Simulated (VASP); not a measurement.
A run of VASP 6.6.1:

INCAR

```
  PREC = Accurate
  ENCUT = 600
  EDIFF = 1E-6
  ISMEAR = -1
  SIGMA = 0.05
  LREAL = F
  LASPH = T
  NELM = 60
  ALGO = Fast
  ISIF = 3
  LWAVE = F
  LCHARG = F
  GGA = PS
  IBRION = 2
  NSW = 60
  EDIFFG = -0.01
  PSTRESS = 300.0
```

The input KPOINTS:

```
regular mesh
0
Gamma
  8 8 8
```

POSCAR

```
TiAl
1.0
    3.1790640000      0.0000000000      0.0000000000
    0.0000000000      3.1790640000      0.0000000000
    0.0000000000      0.0000000000      3.1790640000
Ti Al
1 1
Direct
    0.0000000000      0.0000000000      0.0000000000
    0.5000000000      0.5000000000      0.5000000000
```

Potentials or basis: VASP PAW PBE potentials, release 64 (Ti_sv, Al).

Command:

```sh
$ cat potpaw_PBE.64/Ti_sv/POTCAR potpaw_PBE.64/Al/POTCAR > POTCAR
$ mpirun -np 1 vasp_std > vasp.out
```

Hardware: 1 thread of Intel Xeon 6975P-C, with other jobs on the host.

Q: How long does it take, and how much memory?

A: It took 2.4 min on 1 thread of Intel Xeon 6975P-C (shared host), peak memory 0.18 GiB. Counts: scf iterations 160, k points 35, ion steps 6.
